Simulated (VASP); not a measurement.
Wanted: the native input for a VASP 6.6.1 run.

```
Task                   : single point
Functional             : PBE
Potentials or basis    : VASP PAW PBE potentials, release 64 (Pt_sv_GW, S)
Cutoff                 : 570 eV
k mesh                 : 12 × 12 × 6
Occupations            : fermi-dirac, width 0.02 eV
Spin                   : no spin polarisation
Dipole correction      : no
Further INCAR settings : ALGO = Normal; EDIFF = 1e-06; NBANDS = 22
```

The structure of PtS2 lies in POSCAR:

```
PtS2
1.0
    3.5526415799      0.0000000000      0.0000000000
   -1.7763207900      3.0766778587      0.0000000000
    0.0000000000      0.0000000000      5.1227110550
Pt S
1 2
Direct
    0.0000000000      0.0000000000      0.0000000000
    0.3333333333      0.6666666667      0.2392599767
    0.6666666667      0.3333333333      0.7607400233
```

These files were run (other wordings do the same):

INCAR

```
ALGO = Normal
EDIFF = 1E-6
ENCUT = 570
GGA = PE
GGA_COMPAT = False
ISIF = 2
ISMEAR = -1
LASPH = True
LCHARG = False
LREAL = False
LWAVE = False
NBANDS = 22
NELM = 120
PREC = Accurate
SIGMA = 0.02
```

KPOINTS

```
k-points
0
Gamma
  12 12 6
```

Potentials or basis: VASP PAW PBE potentials, release 64 (Pt_sv_GW, S).

Launch:

```console
$ cat potpaw_PBE.64/Pt_sv_GW/POTCAR potpaw_PBE.64/S/POTCAR > POTCAR
$ mpirun -np 1 vasp_std > vasp.out
```

It gave:

* Pressure: 2.9 GPa
* Largest force: 0.040 eV/Å
* Band gap on the k mesh: 0.72 eV (least direct gap 0.97 eV)

Caveat: spin-orbit coupling is left out, which moves the levels of the heavy elements.

Wall time 3.8 min on 1 thread of AMD EPYC 7571 (shared host), peak memory 0.25 GiB.
